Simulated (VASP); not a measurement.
# PrSi3 (P4/mmm) in VASP: notebook

PrSi3 is run at these levels: PBE; tasks: single point, relaxation of cell and atoms.

Everything below comes from runs of VASP 6.6.1. Logs are shortened: lines on timing, memory, paths and dates and some standing lists are left out, and cuts for length are marked.

### 1 The cell of the first run

The structure is tetragonal, space group P4/mmm (No. 123). Conventional cell: a = 4.222 Å, b = 4.222 Å, c = 4.385 Å, α = 90.00°, β = 90.00°, γ = 90.00°. Within 3.9 Å of Pr (site symmetry 4/mmm) lie 12 Si at 2.99 to 3.04 Å. Within 3.9 Å of Si (site symmetry 4/mmm) lie 4 Pr at 2.99 Å and 8 Si at 3.04 Å. Si (site symmetry mmm) has 8 Si at 2.99 to 3.04 Å and 4 Pr at 3.04 Å within 3.9 Å.

The cell was built from a structure type or drawn by symmetry, and may not be a known phase.

### 2 Single point, PBE

The input, INCAR:

```
SYSTEM = PrSi3
PREC = Accurate
ENCUT = 500
EDIFF = 1E-6
ISMEAR = 0
SIGMA = 0.1
LREAL = .False.
LASPH = .True.
NELM = 200
ALGO = Normal
ISIF = 2
LWAVE = .False.
LCHARG = .False.
GGA = PE
NBANDS = 20
GGA_COMPAT = .False.
LMAXMIX = 6
```

The input, KPOINTS:

```
regular mesh
0
Gamma
  4 4 6
  0 0 0
```

The input, POSCAR:

```
PrSi3
1.0
    4.2222196790      0.0000000000      0.0000000000
    0.0000000000      4.2222196790      0.0000000000
    0.0000000000      0.0000000000      4.3845708924
Pr Si
1 3
Direct
    0.0000000000      0.0000000000      0.0000000000
    0.5000000000      0.5000000000      0.0000000000
    0.5000000000      0.0000000000      0.5000000000
    0.0000000000      0.5000000000      0.5000000000
```

Potentials or basis: VASP PAW PBE potentials, release 64 (Pr_3, Si), 4f in core.

On the command line:

```bash
cat potpaw_PBE.64/Pr_3/POTCAR potpaw_PBE.64/Si/POTCAR > POTCAR
mpirun -np 1 vasp_std > vasp.out
```

OUTCAR:

```text
SYSTEM = PrSi3
   PREC = Accurate
   ENCUT = 500
   EDIFF = 1E-6
   ISMEAR = 0
   LREAL = .False.
   LASPH = .True.
   NELM = 200
   ISIF = 2
   GGA = PE

 ion  position               nearest neighbor table
   1  0.000  0.000  0.000-   2 2.99   2 2.99   2 2.99   2 2.99   4 3.04   3 3.04   4 3.04   4 3.04
                             4 3.04   3 3.04   3 3.04   3 3.04
   2  0.500  0.500  0.000-   1 2.99   1 2.99   1 2.99   1 2.99   4 3.04   3 3.04   3 3.04   3 3.04
                             4 3.04   4 3.04   4 3.04   3 3.04
   3  0.500  0.000  0.500-   4 2.99   4 2.99   4 2.99   4 2.99   2 3.04   2 3.04   2 3.04   2 3.04
                             1 3.04   1 3.04   1 3.04   1 3.04
   4  0.000  0.500  0.500-   3 2.99   3 2.99   3 2.99   3 2.99   2 3.04   1 3.04   2 3.04   1 3.04
                             2 3.04   1 3.04   2 3.04   1 3.04

  LATTYP: Found a simple tetragonal cell.
 ALAT       =     4.2222196790
 C/A-ratio  =     1.0384516263

  Lattice vectors:

 A1 = (   4.2222196790,   0.0000000000,   0.0000000000)
 A2 = (   0.0000000000,   4.2222196790,   0.0000000000)
 A3 = (   0.0000000000,   0.0000000000,   4.3845708924)

Analysis of symmetry for initial positions (statically):
=====================================================================
 Subroutine PRICEL returns:
 Original cell was already a primitive cell.

 Routine SETGRP: Setting up the symmetry group for a
 simple tetragonal supercell.

 Subroutine GETGRP returns: Found 16 space group operations
 (whereof 16 operations were pure point group operations)
 out of a pool of 16 trial point group operations.

The static configuration has the point symmetry D_4h.

Analysis of symmetry for dynamics (positions and initial velocities):
=====================================================================
 Subroutine PRICEL returns:
 Original cell was already a primitive cell.

 Routine SETGRP: Setting up the symmetry group for a
 simple tetragonal supercell.

 Subroutine GETGRP returns: Found 16 space group operations
 (whereof 16 operations were pure point group operations)
 out of a pool of 16 trial point group operations.

The dynamic configuration has the point symmetry D_4h.

 Subroutine INISYM returns: Found 16 space group operations
 (whereof 16 operations are pure point group operations),
 and found     1 'primitive' translations

----------------------------------------------------------------------------------------

                                     Primitive cell

  volume of cell :      78.1644

  direct lattice vectors                    reciprocal lattice vectors
     4.222219679  0.000000000  0.000000000     0.236842248  0.000000000  0.000000000
     0.000000000  4.222219679  0.000000000     0.000000000  0.236842248  0.000000000
     0.000000000  0.000000000  4.384570892     0.000000000  0.000000000  0.228072490

  length of vectors
     4.222219679  4.222219679  4.384570892     0.236842248  0.236842248  0.228072490

  position of ions in fractional coordinates (direct lattice)
     0.000000000  0.000000000  0.000000000
     0.500000000  0.500000000  0.000000000
     0.500000000  0.000000000  0.500000000
     0.000000000  0.500000000  0.500000000

  ion indices of the primitive-cell ions
   primitive index   ion index
                 1           1
                 2           2
                 3           3
                 4           4

----------------------------------------------------------------------------------------

 KPOINTS: regular mesh

Automatic generation of k-mesh.
 Grid dimensions read from file:
 generate k-points for:    4    4    6

 Generating k-lattice:

  Cartesian coordinates                     Fractional coordinates (reciprocal lattice)
     0.059210562  0.000000000  0.000000000     0.250000000  0.000000000  0.000000000
     0.000000000  0.059210562  0.000000000     0.000000000  0.250000000  0.000000000
     0.000000000  0.000000000  0.038012082     0.000000000  0.000000000  0.166666667

  Length of vectors
     0.059210562  0.059210562  0.038012082

  Shift w.r.t. Gamma in fractional coordinates (k-lattice)
     0.000000000  0.000000000  0.000000000

 Subroutine IBZKPT returns following result:
 ===========================================

 Found     24 irreducible k-points:

 Following reciprocal coordinates:
            Coordinates               Weight
  0.000000  0.000000  0.000000      1.000000
  0.250000  0.000000  0.000000      4.000000
  0.500000  0.000000  0.000000      2.000000
  0.250000  0.250000  0.000000      4.000000
  0.500000  0.250000  0.000000      4.000000
  0.500000  0.500000  0.000000      1.000000
[... 16 lines left out ...]
  0.500000  0.250000  0.500000      4.000000
  0.500000  0.500000  0.500000      1.000000
   k-points           NKPTS =     24   k-points in BZ     NKDIM =     24   number of bands    NBANDS=     20
   number of dos      NEDOS =    301   number of ions     NIONS =      4
[... 90 lines left out ...]
 k-point     3 :       0.5000    0.0000    0.0000
  band No.  band energies     occupation
      1     -28.7290      2.00000
      2     -11.2184      2.00000
      3     -10.8589      2.00000
      4     -10.8097      2.00000
      5      -2.0005      2.00000
      6      -1.5971      2.00000
[... 12 lines left out ...]
     19      13.0157      0.00000
     20      14.3121      0.00000

 k-point     4 :       0.2500    0.2500    0.0000
  band No.  band energies     occupation
      1     -28.7292      2.00000
      2     -11.0239      2.00000
      3     -10.9903      2.00000
      4     -10.8600      2.00000
      5      -2.8968      2.00000
      6       0.5767      2.00000
[... 12 lines left out ...]
     19      12.3167      0.00000
     20      12.5202      0.00000

 k-point     5 :       0.5000    0.2500    0.0000
  band No.  band energies     occupation
      1     -28.7229      2.00000
      2     -11.1739      2.00000
      3     -10.9736      2.00000
      4     -10.8413      2.00000
      5      -1.8443      2.00000
      6      -0.9753      2.00000
[... 12 lines left out ...]
     19      13.1923      0.00000
     20      13.9513      0.00000

 k-point     6 :       0.5000    0.5000    0.0000
  band No.  band energies     occupation
      1     -28.7168      2.00000
      2     -11.1283      2.00000
      3     -11.1283      2.00000
      4     -10.8235      2.00000
      5      -1.6153      2.00000
      6      -0.0128      2.00000
[... 12 lines left out ...]
     19      14.2057      0.00000
     20      15.1535      0.00000

 k-point     7 :       0.0000    0.0000    0.1667
  band No.  band energies     occupation
      1     -28.7399      2.00000
      2     -10.9752      2.00000
      3     -10.8411      2.00000
      4     -10.8411      2.00000
      5      -3.8147      2.00000
      6       0.6377      2.00000
[... 12 lines left out ...]
     19      11.3549      0.00000
     20      11.8988      0.00000
[... 277 lines left out ...]
 k-point    20 :       0.2500    0.0000    0.5000
  band No.  band energies     occupation
      1     -28.7274      2.00000
      2     -11.1501      2.00000
      3     -10.9904      2.00000
      4     -10.8033      2.00000
      5      -2.0020      2.00000
      6      -1.0092      2.00000
[... 12 lines left out ...]
     19      12.4085      0.00000
     20      13.8429      0.00000

 k-point    21 :       0.5000    0.0000    0.5000
  band No.  band energies     occupation
      1     -28.7212      2.00000
      2     -11.1498      2.00000
      3     -11.1071      2.00000
      4     -10.7854      2.00000
      5      -1.6862      2.00000
      6      -0.1464      2.00000
[... 12 lines left out ...]
     19      14.2844      0.00000
     20      14.5858      0.00000

 k-point    22 :       0.2500    0.2500    0.5000
  band No.  band energies     occupation
      1     -28.7214      2.00000
      2     -11.1112      2.00000
      3     -10.9744      2.00000
      4     -10.9478      2.00000
      5      -1.7365      2.00000
      6      -0.6711      2.00000
[... 12 lines left out ...]
     19      12.2937      0.00000
     20      12.7505      0.00000

 k-point    23 :       0.5000    0.2500    0.5000
  band No.  band energies     occupation
      1     -28.7154      2.00000
      2     -11.1107      2.00000
      3     -11.0715      2.00000
      4     -10.9315      2.00000
      5      -1.2753      2.00000
      6      -0.3631      2.00000
[... 12 lines left out ...]
     19      12.6475      0.00000
     20      13.5114      0.00000

 k-point    24 :       0.5000    0.5000    0.5000
  band No.  band energies     occupation
      1     -28.7096      2.00000
      2     -11.0707      2.00000
      3     -11.0707      2.00000
      4     -11.0351      2.00000
      5      -0.6662      2.00000
      6      -0.5845      2.00000
[... 12 lines left out ...]
     19      12.3169      0.00000
     20      12.7525      0.00000

------------------------ aborting loop because EDIFF is reached ----------------------------------------

  FORCE on cell =-STRESS in cart. coord.  units (eV):
  Direction    XX          YY          ZZ          XY          YZ          ZX
  --------------------------------------------------------------------------------------
  -------------------------------------------------------------------------------------
  Total       -0.1052907     -0.1052907     -0.1065556      0.0000000     -0.0000000     -0.0000000
  in kB       -2.1582002     -2.1582002     -2.1841282      0.0000000     -0.0000000     -0.0000000
  external PRESSURE =      -2.1668428 kB  Pullay stress =       0.0000000 kB

 VOLUME and BASIS-vectors are now :
 -----------------------------------------------------------------------------
  energy-cutoff  :      500.00
  volume of cell :       78.16
      direct lattice vectors                 reciprocal lattice vectors
     4.222219679  0.000000000  0.000000000     0.236842248  0.000000000  0.000000000
     0.000000000  4.222219679  0.000000000     0.000000000  0.236842248  0.000000000
     0.000000000  0.000000000  4.384570892     0.000000000  0.000000000  0.228072490

 POSITION                                       TOTAL-FORCE (eV/Angst)
 -----------------------------------------------------------------------------------
      0.00000      0.00000      0.00000         0.000000      0.000000      0.000000
      2.11111      2.11111      0.00000         0.000000      0.000000      0.000000
      2.11111      0.00000      2.19229         0.000000      0.000000      0.000000
      0.00000      2.11111      2.19229         0.000000      0.000000      0.000000
 -----------------------------------------------------------------------------------
    total drift:                               -0.000000      0.000000     -0.000000

  FREE ENERGIE OF THE ION-ELECTRON SYSTEM (eV)
  ---------------------------------------------------
  free  energy   TOTEN  =       -21.4487233984 eV

  energy  without entropy=      -21.4345264277  energy(sigma->0) =      -21.44162491
```

Run time: 15 s. Hardware: 1 thread of AMD EPYC 9R45 (Zen 5), shared host; peak memory 0.16 GiB.

What came out:

* Free energy: -21.4487 eV
* Pressure: -0.2 GPa
* Band gap on the k mesh: zero (an odd number of electrons rules out a gap without spin polarisation)

Levels at points of the mesh, in eV from the Fermi level:
| k point | band 7 | band 8 | band 9 | band 10 | band 11 | band 12 | band 13 | band 14 | band 15 | band 16 |
| --- | --- | --- | --- | --- | --- | --- | --- | --- | --- | --- |
| (0.00, 0.00, 0.00) | -5.36 | -3.01 | -2.70 | -2.70 | 1.20 | 1.20 | 1.36 | 1.62 | 1.65 | 1.65 |
| (0.50, 0.00, 0.00) | -4.36 | -3.55 | -3.25 | -2.90 | -0.27 | -0.09 | 0.63 | 1.05 | 1.84 | 2.69 |
| (0.50, 0.50, 0.00) | -7.07 | -4.94 | -2.28 | -2.28 | -1.21 | -0.78 | 0.77 | 0.77 | 3.02 | 3.15 |
| (0.00, 0.00, 0.50) | -4.12 | -3.27 | -3.27 | -2.74 | -0.02 | -0.02 | 0.53 | 0.61 | 1.86 | 3.23 |
| (0.50, 0.00, 0.50) | -7.08 | -4.86 | -2.17 | -1.98 | -0.61 | -0.54 | 0.92 | 0.96 | 2.27 | 3.04 |
| (0.50, 0.50, 0.50) | -7.64 | -5.43 | -3.01 | -2.70 | -2.70 | 2.64 | 3.55 | 3.89 | 4.84 | 4.84 |

Caveat: the k points lie up to 0.37 Å⁻¹ apart, too coarse for converged energies and pressures of a metal; spin-orbit coupling is left out, which moves the levels of the heavy elements; the 4f electrons are frozen in the core, so they carry no moment and show no levels. Spin polarisation is off, so any magnetic state and its effect on volume and gap are missing.

### 3 Single point, PBE

This run uses another cell than the first one, of the same volume but with other edges.

The input, INCAR:

```
  ALGO = Normal
  EDIFF = 1E-6
  ENCUT = 500
  GGA = PE
  GGA_COMPAT = False
  ISIF = 2
  ISMEAR = 0
  LASPH = True
  LCHARG = False
  LMAXMIX = 6
  LREAL = False
  LWAVE = False
  NBANDS = 20
  NELM = 200
  PREC = Accurate
  SIGMA = 0.1
```

The input, KPOINTS:

```
k-points
0
Gamma
  12 12 10
```

The input, POSCAR:

```
PrSi3
1.0
    4.2803773510      0.0000000000      0.0000000000
    0.0000000000      4.2803773510      0.0000000000
    0.0000000000      0.0000000000      4.2713211096
Pr Si
1 3
Direct
    0.0000000000      0.0000000000      0.0000000000
    0.5000000000      0.5000000000      0.0000000000
    0.5000000000      0.0000000000      0.5000000000
    0.0000000000      0.5000000000      0.5000000000
```

Potentials or basis: VASP PAW PBE potentials, release 64 (Pr_3, Si), 4f in core.

On the command line:

```bash
cat potpaw_PBE.64/Pr_3/POTCAR potpaw_PBE.64/Si/POTCAR > POTCAR
mpirun -np 1 vasp_std > vasp.out
```

It took 90 s on 1 thread of AMD EPYC 9R45 (Zen 5), shared host; peak memory 0.31 GiB.

Results (log left out):

| Item | Value |
| --- | --- |
| Free energy | -21.4406 eV |
| Pressure | -0.2 GPa |
| Band gap on the k mesh | zero (an odd number of electrons rules out a gap without spin polarisation) |

Levels at points of the mesh, in eV from the Fermi level:
| k point | band 8 | band 9 | band 10 | band 11 | band 12 | band 13 | band 14 | band 15 |
| --- | --- | --- | --- | --- | --- | --- | --- | --- |
| (0.00, 0.00, 0.00) | -2.80 | -2.80 | -2.78 | 1.23 | 1.24 | 1.24 | 1.63 | 1.63 |
| (0.50, 0.00, 0.00) | -3.36 | -3.34 | -2.85 | -0.13 | -0.12 | 0.60 | 0.91 | 1.82 |
| (0.50, 0.50, 0.00) | -4.89 | -2.15 | -2.15 | -0.77 | -0.60 | 0.89 | 0.89 | 2.62 |
| (0.00, 0.00, 0.50) | -3.36 | -3.36 | -2.86 | -0.14 | -0.14 | 0.60 | 0.93 | 1.82 |
| (0.50, 0.00, 0.50) | -4.89 | -2.16 | -2.15 | -0.81 | -0.61 | 0.87 | 0.88 | 2.65 |
| (0.50, 0.50, 0.50) | -5.40 | -2.82 | -2.82 | -2.80 | 2.72 | 3.63 | 3.65 | 4.96 |

Caveat: spin-orbit coupling is left out, which moves the levels of the heavy elements; the 4f electrons are frozen in the core, so they carry no moment and show no levels.

### 4 Relaxation of cell and atoms, PBE

The input, INCAR:

```
SYSTEM = PrSi3
  PREC = Accurate
  ENCUT = 500
  EDIFF = 1E-7
  ISMEAR = 0
  SIGMA = 0.1
  LREAL = .False.
  LASPH = .True.
  NELM = 200
  ALGO = Normal
  ISIF = 3
  LWAVE = .False.
  LCHARG = .False.
  GGA = PE
  IBRION = 2
  NSW = 100
  EDIFFG = -0.01
  GGA_COMPAT = .False.
  NELMIN = 4
  LMAXMIX = 6
```

The input, KPOINTS:

```
regular mesh
0
Gamma
  12 12 10
  0 0 0
```

The input, POSCAR:

```
PrSi3
1.0
    4.2222196790      0.0000000000      0.0000000000
    0.0000000000      4.2222196790      0.0000000000
    0.0000000000      0.0000000000      4.3845708924
Pr Si
1 3
Direct
    0.0000000000      0.0000000000      0.0000000000
    0.5000000000      0.5000000000      0.0000000000
    0.5000000000      0.0000000000      0.5000000000
    0.0000000000      0.5000000000      0.5000000000
```

On the command line:

```bash
cat potpaw_PBE.64/Pr_3/POTCAR potpaw_PBE.64/Si/POTCAR > POTCAR
mpirun -np 1 vasp_std > vasp.out
```

Wall time 4.9 min (1 thread of AMD EPYC 9R45 (Zen 5), shared host); peak memory 0.29 GiB.

It converged, with:

```
Free energy                           : -21.4407 eV
Relaxed volume                        : 19.51 Å³/atom
Relaxed cell                          : a = 4.277 Å, b = 4.277 Å, c = 4.268 Å, α = 90.00°, β = 90.00°, γ = 90.00°
Space group after relaxing (to 0.1 Å) : Pm-3m (No. 221)
Energy gained by relaxing             : 4.5 meV/atom
Ionic steps                           : 6
Pressure after relaxing               : 0.0 GPa
Band gap on the k mesh                : zero (an odd number of electrons rules out a gap without spin polarisation)
```

Step by step:
```csv
step,energy change (eV),largest force (eV/Å),pressure (GPa),volume (Å³)
1,0.0000,0.0000,0.04,78.16
2,-0.0111,0.0000,-0.08,78.21
3,-0.0177,0.0000,-0.19,78.25
4,-0.0178,0.0000,-0.19,78.26
5,-0.0178,0.0000,0.15,77.91
6,-0.0179,0.0000,0.00,78.06
```

Final structure:
```
Pr Si
1.0
     4.27659    0.00000    0.00000
     0.00000    4.27659    0.00000
     0.00000    0.00000    4.26807
Pr Si
1 3
Cartesian
  0.0000 0.0000 0.0000
  2.1383 2.1383 0.0000
  2.1383 0.0000 2.1340
  0.0000 2.1383 2.1340
```

Levels at points of the mesh, in eV from the Fermi level:
```csv
k point,band 9,band 10,band 11,band 12,band 13,band 14
"(0.00, 0.00, 0.00)",-2.80,-2.79,1.22,1.23,1.23,1.63
"(0.50, 0.00, 0.00)",-3.35,-2.86,-0.13,-0.12,0.60,0.92
"(0.50, 0.50, 0.00)",-2.15,-2.15,-0.77,-0.60,0.89,0.89
"(0.00, 0.00, 0.50)",-3.37,-2.87,-0.14,-0.14,0.60,0.94
"(0.50, 0.00, 0.50)",-2.17,-2.16,-0.81,-0.61,0.88,0.88
"(0.50, 0.50, 0.50)",-2.82,-2.82,-2.80,2.73,3.63,3.66
```

Caveat: spin-orbit coupling is left out, which moves the levels of the heavy elements; the 4f electrons are frozen in the core, so they carry no moment and show no levels. Spin polarisation is off, so any magnetic state and its effect on volume and gap are missing.

### 5 Overview

```csv
task,cell,k mesh,gap on the mesh (eV),pressure (GPa)
single point,"a = 4.222, b = 4.222, c = 4.385 Å, 4 atoms",4 × 4 × 6,none,-0.2
single point,"a = 4.280, b = 4.280, c = 4.271 Å, 4 atoms",12 × 12 × 10,none,-0.2
relaxation of cell and atoms,"relaxed from a = 4.222, b = 4.222, c = 4.385 Å, 4 atoms",12 × 12 × 10,none,0.0
```

Alike in all rows: level PBE; potentials or basis VASP PAW PBE potentials, release 64 (Pr_3, Si), 4f in core; no spin polarisation; cutoff (eV) 500; smearing gaussian 0.1 eV.

Caveats: some runs use coarse meshes; spin-orbit coupling is left out, which moves the levels of the heavy elements; the 4f electrons are frozen in the core, so they carry no moment and show no levels.

Total energies depend on the potentials used, so only differences within one code and one set of settings carry meaning.
